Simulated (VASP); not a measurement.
Runs of VASP 6.6.1 on Br. The structure is that of space group Immm (No. 71), or close to it. The cells are those of the table. 

```csv
task,cell,cutoff (eV),gap on the mesh (eV),pressure (GPa)
single point,"a = 3.829 Å, angles 141.4, 129.5, 65.4°, 1 atom",520,none,2.0
single point,"a = 3.652 Å, angles 139.8, 128.2, 67.6°, 1 atom",520,none,(a)
relaxation of cell and atoms,"relaxed to 2 GPa from a = 4.173 Å, angles 144.1, 131.3, 62.0°, 1 atom",600,none,2.0
single point,"a = 3.302 Å, angles 135.7, 127.8, 70.8°, 1 atom",520,none,20.1
single point,"a = 4.160 Å, angles 144.3, 132.2, 61.1°, 1 atom",520,none,0.0
single point,"a = 3.494 Å, angles 138.3, 127.3, 69.4°, 1 atom",520,none,10.1
relaxation of cell and atoms,"relaxed from a = 4.173 Å, angles 144.1, 131.3, 62.0°, 1 atom",600,none,0.0
```

Alike in all rows: level PBEsol; potentials or basis VASP PAW PBE potentials, release 64 (Br); no spin polarisation; k mesh 13 × 13 × 13; smearing fermi-dirac 0.05 eV.

Question: Estimate the missing entries.

Answer: (a) 5.1.

Caveats: the PAW data sets were made with another functional, which shifts forces and pressure a little; an odd number of electrons without spin polarisation forces a metal; a magnetic or distorted state may lie lower; the cell is relaxed towards a set pressure, so the enthalpy falls and the energy may rise (some runs).

A k mesh can miss the band edges, and the runs leave out spin-orbit coupling on Br.

A gap of «none» marks levels without a gap at the run's occupations.
